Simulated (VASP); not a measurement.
A run of VASP 6.6.1:

POSCAR

```
GaP
1.0
    0.0000000000      2.7254102078      2.7254102078
    2.7254102078      0.0000000000      2.7254102078
    2.7254102078      2.7254102078      0.0000000000
Ga P
1 1
Direct
    0.0000000000      0.0000000000      0.0000000000
    0.2500000000      0.2500000000      0.2500000000
```

The input INCAR.step1:

```
SYSTEM = GaP
ALGO = Normal
EDIFF = 1E-5
ENCUT = 550
GGA = PE
GGA_COMPAT = .FALSE.
ISMEAR = 0
LASPH = .TRUE.
LCHARG = .FALSE.
LREAL = .FALSE.
LWAVE = .TRUE.
NBANDS = 16
NELM = 120
PREC = Accurate
SIGMA = 0.01
```

The input INCAR.step2:

```
SYSTEM = GaP
ALGO = Normal
EDIFF = 1E-6
ENCUT = 550
GGA_COMPAT = .FALSE.
ISIF = 2
ISMEAR = 0
ISTART = 1
LASPH = .TRUE.
LCHARG = .FALSE.
LMIXTAU = .TRUE.
LREAL = .FALSE.
LWAVE = .FALSE.
METAGGA = R2SCAN
NBANDS = 16
NELM = 120
PREC = Accurate
SIGMA = 0.01
```

File KPOINTS:

```
k-points
0
G
  6 6 6
  0 0 0
```

Potentials or basis: VASP PAW PBE potentials, release 64 (Ga_d, P).

Launch:

```console
$ cat potpaw_PBE.64/Ga_d/POTCAR potpaw_PBE.64/P/POTCAR > POTCAR
$ cp INCAR.step1 INCAR
$ mpirun -np 1 vasp_std > vasp.out
$ cp INCAR.step2 INCAR
$ mpirun -np 1 vasp_std > vasp.out
```

Hardware: 1 thread of AMD EPYC 7R43 64-Core Processor (Zen 3) (shared host).

Problem. How long does it take, and how much memory?

Solution. Run time: 62 s on 1 thread of AMD EPYC 7R43 64-Core Processor (Zen 3) (shared host), peak memory 0.14 GiB. Counts: k points 16.
